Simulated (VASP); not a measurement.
Set up this calculation in VASP 6.6.1, as the native input.

```
Task                   : single point
Functional             : PBEsol
Potentials or basis    : VASP PAW PBE potentials, release 64 (Ba_sv, Ti_sv, O)
Cutoff                 : 520 eV
k mesh                 : 4 × 4 × 4
Occupations            : gaussian, width 0.01 eV
Spin                   : no spin polarisation
Dipole correction      : no
Further INCAR settings : ALGO = Normal; EDIFF = 1e-06; NBANDS = 28
```

The structure of BaTiO3 lies in POSCAR:

```
BaTiO3
1.0
    2.8273670000      1.6323810000      2.3183930000
   -2.8273670000      1.6323810000      2.3183930000
    0.0000000000     -3.2647620000      2.3183930000
Ba Ti O
1 1 3
Direct
    0.0000000000      0.0000000000      0.0000000000
    0.4845000000      0.4845000000      0.4845000000
    0.5086000000      0.5086000000      0.0175000000
    0.0175000000      0.5086000000      0.5086000000
    0.5086000000      0.0175000000      0.5086000000
```

These files were run (other wordings do the same):

INCAR

```
ALGO = Normal
EDIFF = 1E-6
ENCUT = 520
GGA = PS
ISIF = 2
ISMEAR = 0
LASPH = T
LCHARG = F
LREAL = F
LWAVE = F
NBANDS = 28
NELM = 60
PREC = Accurate
SIGMA = 0.01
```

KPOINTS

```
k-points
0
Gamma
  4 4 4
```

Potentials or basis: VASP PAW PBE potentials, release 64 (Ba_sv, Ti_sv, O).

Run with:

```bash
$ cat potpaw_PBE.64/Ba_sv/POTCAR potpaw_PBE.64/Ti_sv/POTCAR potpaw_PBE.64/O/POTCAR > POTCAR
$ mpirun -np 1 vasp_std > vasp.out
```

Results of the run:

| Item | Value |
| --- | --- |
| Pressure | 0.6 GPa |
| Largest force | 0.130 eV/Å |
| Band gap on the k mesh | 2.34 eV, indirect (least direct gap 2.73 eV) |

Caveat: the PAW data sets were made with another functional, which shifts forces and pressure a little; spin-orbit coupling is left out, which moves the levels of the heavy elements.

It took 38 s on 1 thread of Intel Xeon 6975P-C (shared host), peak memory 0.18 GiB.
